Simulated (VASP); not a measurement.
A run of VASP 6.6.1:

The input INCAR:

```
SYSTEM = Ti
PREC = Accurate ; ENCUT = 520
EDIFF = 1E-7 ; ISMEAR = 0
SIGMA = 0.1 ; LREAL = .FALSE.
LASPH = .TRUE. ; NELM = 80
ALGO = Normal ; ISIF = 2
LWAVE = .FALSE. ; LCHARG = .FALSE.
GGA = PE ; NBANDS = 12
```

The input KPOINTS:

```
regular mesh
0
G
  18 18 18
  0 0 0
```

File POSCAR:

```
Ti
1.0
    0.0000000000      1.9769561000      1.9769561000
    1.9769561000      0.0000000000      1.9769561000
    1.9769561000      1.9769561000      0.0000000000
Ti
1
Direct
    0.0000000000      0.0000000000      0.0000000000
```

Potentials or basis: VASP PAW PBE potentials, release 64 (Ti_sv).

Run with:

```bash
$ cat potpaw_PBE.64/Ti_sv/POTCAR > POTCAR
$ mpirun -np 1 vasp_std > vasp.out
```

Hardware: 1 thread of AMD EPYC 7R43 64-Core Processor (Zen 3) (shared host).

Problem. Estimate the wall time of this run.

Solution. It took 42 s on 1 thread of AMD EPYC 7R43 64-Core Processor (Zen 3), on a shared host, peak memory 0.12 GiB. Counts: scf iterations 14, k points 195.
